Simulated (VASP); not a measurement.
# RbCl (Fm-3m) in VASP: further runs, part 3 of 3

VASP 6.6.1. Earlier steps stand in the parts before.

**5. Single point, r2SCAN**

This run uses another cell than the first one, of 36.13 Å³/atom, 1.064 times its volume.

Contents of POSCAR:

```
RbCl
1.0
    0.0000000000      3.3058128251      3.3058128251
    3.3058128251      0.0000000000      3.3058128251
    3.3058128251      3.3058128251      0.0000000000
Rb Cl
1 1
Direct
    0.0000000000      0.0000000000      0.0000000000
    0.5000000000      0.5000000000      0.5000000000
```

Contents of INCAR.step1:

```
SYSTEM = RbCl
ALGO = Normal ; EDIFF = 1E-5
ENCUT = 550 ; GGA = PE
GGA_COMPAT = .False. ; ISMEAR = 0
LASPH = .True. ; LCHARG = .False.
LREAL = .False. ; LWAVE = .True.
NBANDS = 15 ; NELM = 120
PREC = Accurate ; SIGMA = 0.01
```

Contents of INCAR.step2:

```
SYSTEM = RbCl
ALGO = Normal ; EDIFF = 1E-6
ENCUT = 550 ; GGA_COMPAT = .False.
ISIF = 2 ; ISMEAR = 0
ISTART = 1 ; LASPH = .True.
LCHARG = .True. ; LELF = .True.
LMIXTAU = .True. ; LREAL = .False.
LVHAR = .True. ; LWAVE = .False.
METAGGA = R2SCAN ; NBANDS = 15
NELM = 120 ; PREC = Accurate
SIGMA = 0.01
```

Contents of KPOINTS:

```
k-points
0
Gamma
  6 6 6
  0 0 0
```

Potentials or basis: VASP PAW PBE potentials, release 64 (Rb_sv, Cl).

On the command line:

```console
$ cat potpaw_PBE.64/Rb_sv/POTCAR potpaw_PBE.64/Cl/POTCAR > POTCAR
$ cp INCAR.step1 INCAR
$ mpirun -np 1 vasp_std > vasp.out
$ cp INCAR.step2 INCAR
$ mpirun -np 1 vasp_std > vasp.out
```

OUTCAR:

```text
SYSTEM = RbCl
   EDIFF = 1E-6
   ENCUT = 550
   ISIF = 2
   ISMEAR = 0
   ISTART = 1
   LASPH = .True.
   LREAL = .False.
   METAGGA = R2SCAN
   NELM = 120
   PREC = Accurate

 ion  position               nearest neighbor table
   1  0.000  0.000  0.000-   2 3.31   2 3.31   2 3.31   2 3.31   2 3.31   2 3.31
   2  0.500  0.500  0.500-   1 3.31   1 3.31   1 3.31   1 3.31   1 3.31   1 3.31

  LATTYP: Found a face centered cubic cell.
 ALAT       =     6.6116256502

  Lattice vectors:

 A1 = (   0.0000000000,   3.3058128251,   3.3058128251)
 A2 = (   3.3058128251,   0.0000000000,   3.3058128251)
 A3 = (   3.3058128251,   3.3058128251,   0.0000000000)

Analysis of symmetry for initial positions (statically):
=====================================================================
 Subroutine PRICEL returns:
 Original cell was already a primitive cell.

 Routine SETGRP: Setting up the symmetry group for a
 face centered cubic supercell.

 Subroutine GETGRP returns: Found 48 space group operations
 (whereof 48 operations were pure point group operations)
 out of a pool of 48 trial point group operations.

The static configuration has the point symmetry O_h .

Analysis of symmetry for dynamics (positions and initial velocities):
=====================================================================
 Subroutine PRICEL returns:
 Original cell was already a primitive cell.

 Routine SETGRP: Setting up the symmetry group for a
 face centered cubic supercell.

 Subroutine GETGRP returns: Found 48 space group operations
 (whereof 48 operations were pure point group operations)
 out of a pool of 48 trial point group operations.

The dynamic configuration has the point symmetry O_h .

 Subroutine INISYM returns: Found 48 space group operations
 (whereof 48 operations are pure point group operations),
 and found     1 'primitive' translations

----------------------------------------------------------------------------------------

                                     Primitive cell

  volume of cell :      72.2545
[... 109 lines left out ...]
   LEPSILON=     F    determine dielectric tensor
   LRPA    =     F    only Hartree local field effects (RPA)
 non-spin polarized calculation
 Gauss-broadening in eV      SIGMA  =   0.01
  energy-cutoff  :      550.00
  volume of cell :       72.25
 maximum number of plane-waves:      2138
   NGX = 17   NGY = 17   NGZ = 17

 number of electron      16.0000002 magnetization

 Free energy of the ion-electron system (eV)
  ---------------------------------------------------
  ext. energy  EPLUGINS =         0.00000000
  ---------------------------------------------------
  free energy    TOTEN  =       -24.38564207 eV

  energy without entropy =      -24.38564207  energy(sigma->0) =      -24.38564207

 E-fermi :  -2.3021     XC(G=0):  -7.7184

 val. band max:       -2.3474184167   @ k =   0.0000   0.0000   0.0000
 cond. band min:       3.2092951542   @ k =   0.0000   0.0000   0.0000
 fundamental gap:      5.5567135708
 Fermi energy:        -2.3020734715

 k-point     1 :       0.0000    0.0000    0.0000
  band No.  band energies     occupation
      1     -27.0186      2.00000
      2     -14.8814      2.00000
      3     -10.5215      2.00000
      4     -10.5215      2.00000
      5     -10.5215      2.00000
      6      -2.3474      2.00000
      7      -2.3474      2.00000
      8      -2.3474      2.00000
      9       3.2093      0.00000
     10       6.2588      0.00000
     11       6.2588      0.00000
     12       6.2588      0.00000
     13       7.4215      0.00000
     14       7.4215      0.00000
[... 257 lines left out ...]
      2     -14.8579      2.00000
      3     -10.7279      2.00000
      4     -10.6540      2.00000
      5     -10.5368      2.00000
      6      -2.6900      2.00000
      7      -2.6366      2.00000
      8      -2.5271      2.00000
      9       5.0271      0.00000
     10       6.6796      0.00000
     11       7.2510      0.00000
     12       8.3488      0.00000
     13       9.3554      0.00000
     14      10.1485      0.00000
     15      10.6078      0.00000

------------------------ aborting loop because EDIFF is reached ----------------------------------------

  FORCE on cell =-STRESS in cart. coord.  units (eV):
  Direction    XX          YY          ZZ          XY          YZ          ZX
  --------------------------------------------------------------------------------------
  -------------------------------------------------------------------------------------
  Total        0.0145177      0.0145177      0.0145177     -0.0000000      0.0000000     -0.0000000
  in kB        0.3219175      0.3219175      0.3219175     -0.0000000      0.0000000     -0.0000000
  external PRESSURE =       0.3219175 kB  Pullay stress =       0.0000000 kB

 VOLUME and BASIS-vectors are now :
 -----------------------------------------------------------------------------
  energy-cutoff  :      550.00
  volume of cell :       72.25
      direct lattice vectors                 reciprocal lattice vectors
     0.000000000  3.305812825  3.305812825    -0.151248733  0.151248733  0.151248733
     3.305812825  0.000000000  3.305812825     0.151248733 -0.151248733  0.151248733
     3.305812825  3.305812825  0.000000000     0.151248733  0.151248733 -0.151248733

 POSITION                                       TOTAL-FORCE (eV/Angst)
 -----------------------------------------------------------------------------------
      0.00000      0.00000      0.00000        -0.000000      0.000000     -0.000000
      3.30581      3.30581      3.30581         0.000000     -0.000000      0.000000
 -----------------------------------------------------------------------------------
    total drift:                                0.000000      0.000000      0.000000

  FREE ENERGIE OF THE ION-ELECTRON SYSTEM (eV)
  ---------------------------------------------------
  free  energy   TOTEN  =       -24.3856420722 eV

  energy  without entropy=      -24.3856420722  energy(sigma->0) =      -24.38564207
```

OUTCAR.step1:

```text
SYSTEM = RbCl
   EDIFF = 1E-5
   ENCUT = 550
   GGA = PE
   ISMEAR = 0
   LASPH = .True.
   LREAL = .False.
[... 497 lines left out ...]
      0.00000      0.00000      0.00000         0.000000      0.000000      0.000000
      3.30581      3.30581      3.30581        -0.000000     -0.000000     -0.000000
 -----------------------------------------------------------------------------------
    total drift:                                0.000000      0.000000      0.000000

  FREE ENERGIE OF THE ION-ELECTRON SYSTEM (eV)
  ---------------------------------------------------
  free  energy   TOTEN  =        -6.6700214037 eV

  energy  without entropy=       -6.6700214037  energy(sigma->0) =       -6.67002140
```

It took 2.8 min on 1 thread of AMD EPYC 7R43 (Zen 3), shared host; peak memory 0.18 GiB.

What came out:

```yaml
Free_energy: -24.3856 eV
Pressure: 0.0 GPa
Band_gap_on_the_k_mesh: 5.56 eV, direct
```

Caveat: the PAW data sets were made with another functional, which shifts forces and pressure a little.

**6. Single point, r2SCAN (volume changed by +3%)**

Contents of POSCAR:

```
RbCl
1.0
    0.0000000000      3.3385457740      3.3385457740
    3.3385457740      0.0000000000      3.3385457740
    3.3385457740      3.3385457740      0.0000000000
Rb Cl
1 1
Direct
    0.0000000000      0.0000000000      0.0000000000
    0.5000000000      0.5000000000      0.5000000000
```

Contents of INCAR.step1:

```
ALGO     = Normal         # electronic algorithm
EDIFF    = 1E-5           # SCF threshold, eV
ENCUT    = 550            # plane-wave cutoff, eV
GGA      = PE             # functional
GGA_COMPAT= F            
ISMEAR   = 0              # smearing method
LASPH    = T              # aspherical terms in the spheres
LCHARG   = F              # write CHGCAR
LREAL    = F              # projectors in reciprocal space
LWAVE    = T              # write WAVECAR
NBANDS   = 15             # bands
NELM     = 120            # most SCF steps
PREC     = Accurate       # precision mode
SIGMA    = 0.01           # smearing width, eV
```

Contents of INCAR.step2:

```
ALGO     = Normal         # electronic algorithm
EDIFF    = 1E-6           # SCF threshold, eV
ENCUT    = 550            # plane-wave cutoff, eV
GGA_COMPAT= F            
ISIF     = 2              # what is computed and relaxed
ISMEAR   = 0              # smearing method
ISTART   = 1            
LASPH    = T              # aspherical terms in the spheres
LCHARG   = F              # write CHGCAR
LMIXTAU  = T            
LREAL    = F              # projectors in reciprocal space
LWAVE    = F              # write WAVECAR
METAGGA  = R2SCAN         # meta-GGA
NBANDS   = 15             # bands
NELM     = 120            # most SCF steps
PREC     = Accurate       # precision mode
SIGMA    = 0.01           # smearing width, eV
```

Contents of KPOINTS:

```
k-points
0
Gamma
  6 6 6
```

Potentials or basis: VASP PAW PBE potentials, release 64 (Rb_sv, Cl).

On the command line:

```console
$ cat potpaw_PBE.64/Rb_sv/POTCAR potpaw_PBE.64/Cl/POTCAR > POTCAR
$ cp INCAR.step1 INCAR
$ mpirun -np 1 vasp_std > vasp.out
$ cp INCAR.step2 INCAR
$ mpirun -np 1 vasp_std > vasp.out
```

It took 2.9 min on 1 thread of AMD EPYC 7R43 (Zen 3), shared host; peak memory 0.18 GiB.

The run converged. Its results:

- Free energy: -24.3831 eV
- Pressure: -0.4 GPa
- Band gap on the k mesh: 5.46 eV, direct

Levels at points of the mesh, in eV from the valence-band top:
```csv
k point,band 4,band 5,band 6,band 7,band 8,band 9,band 10,band 11,band 12,band 13
"(0.00, 0.00, 0.00)",-8.25,-8.25,0.00,0.00,0.00,5.46,8.59,8.59,8.59,9.73
"(0.50, 0.00, 0.00)",-8.26,-8.23,-0.78,-0.30,-0.30,8.08,8.38,10.75,10.75,11.93
"(0.50, 0.50, 0.00)",-8.33,-8.33,-0.33,-0.10,-0.10,6.69,8.71,9.97,10.85,11.15
```

Caveat: the cell differs from its parent crystal (volume changed by +3%); the PAW data sets were made with another functional, which shifts forces and pressure a little.

**7. Single point, r2SCAN (volume changed by +6%)**

Contents of POSCAR:

```
RbCl
1.0
    0.0000000000      3.3706491450      3.3706491450
    3.3706491450      0.0000000000      3.3706491450
    3.3706491450      3.3706491450      0.0000000000
Rb Cl
1 1
Direct
    0.0000000000      0.0000000000      0.0000000000
    0.5000000000      0.5000000000      0.5000000000
```

Contents of INCAR.step1:

```
SYSTEM = RbCl
PREC     = Accurate       ! precision mode
ENCUT    = 550            ! plane-wave cutoff, eV
ISMEAR   = 0              ! smearing method
SIGMA    = 0.01           ! smearing width, eV
LREAL    = .False.        ! projectors in reciprocal space
LASPH    = .True.         ! aspherical terms in the spheres
NELM     = 120            ! most SCF steps
NBANDS   = 15             ! bands
GGA      = PE             ! functional
ALGO     = Normal         ! electronic algorithm
EDIFF    = 1E-5           ! SCF threshold, eV
LWAVE    = .True.         ! write WAVECAR
LCHARG   = .False.        ! write CHGCAR
GGA_COMPAT= .False.
```

Contents of INCAR.step2:

```
SYSTEM = RbCl
PREC     = Accurate       ! precision mode
ENCUT    = 550            ! plane-wave cutoff, eV
EDIFF    = 1E-6           ! SCF threshold, eV
ISMEAR   = 0              ! smearing method
SIGMA    = 0.01           ! smearing width, eV
LREAL    = .False.        ! projectors in reciprocal space
LASPH    = .True.         ! aspherical terms in the spheres
NELM     = 120            ! most SCF steps
ALGO     = Normal         ! electronic algorithm
ISIF     = 2              ! what is computed and relaxed
LWAVE    = .False.        ! write WAVECAR
LCHARG   = .False.        ! write CHGCAR
METAGGA  = R2SCAN         ! meta-GGA
LMIXTAU  = .True.       
NBANDS   = 15             ! bands
ISTART   = 1            
GGA_COMPAT= .False.
```

Contents of KPOINTS:

```
Automatic mesh
0
Gamma
  6 6 6
  0 0 0
```

On the command line:

```console
$ cat potpaw_PBE.64/Rb_sv/POTCAR potpaw_PBE.64/Cl/POTCAR > POTCAR
$ cp INCAR.step1 INCAR
$ mpirun -np 1 vasp_std > vasp.out
$ cp INCAR.step2 INCAR
$ mpirun -np 1 vasp_std > vasp.out
```

Wall time 2.5 min (1 thread of AMD EPYC 7R43 (Zen 3), shared host); peak memory 0.18 GiB.

It converged, with:

```
Free energy            : -24.3748 eV
Pressure               : -0.8 GPa
Band gap on the k mesh : 5.38 eV, direct
```

Levels at points of the mesh, in eV from the valence-band top:
```tsv
k point	band 6	band 7	band 8	band 9	band 10	band 11
(0.00, 0.00, 0.00)	0.00	0.00	0.00	5.38	8.57	8.57
(0.50, 0.00, 0.00)	-0.74	-0.28	-0.28	7.98	8.27	10.65
(0.50, 0.50, 0.00)	-0.33	-0.11	-0.11	6.71	8.58	9.81
```

Caveat: the cell differs from its parent crystal (volume changed by +6%); the PAW data sets were made with another functional, which shifts forces and pressure a little.

**8. Overview**

```csv
cell,gap on the mesh (eV),pressure (GPa)
"a = 4.580 Å, angles 60.0°, 2 atoms",5.76,1.3
"a = 4.628 Å, angles 60.0°, 2 atoms",5.66,0.6
"a = 4.675 Å, angles 60.0°, 2 atoms",5.56,0.0
"a = 4.721 Å, angles 60.0°, 2 atoms",5.46,-0.4
"a = 4.767 Å, angles 60.0°, 2 atoms",5.38,-0.8
```

Alike in all rows: task single point; level r2SCAN; potentials or basis VASP PAW PBE potentials, release 64 (Rb_sv, Cl); no spin polarisation; k mesh 6 × 6 × 6; cutoff (eV) 550; smearing gaussian 0.01 eV.

Caveats: the PAW data sets were made with another functional, which shifts forces and pressure a little.

Absolute energies hang on the potentials; compare differences alone.
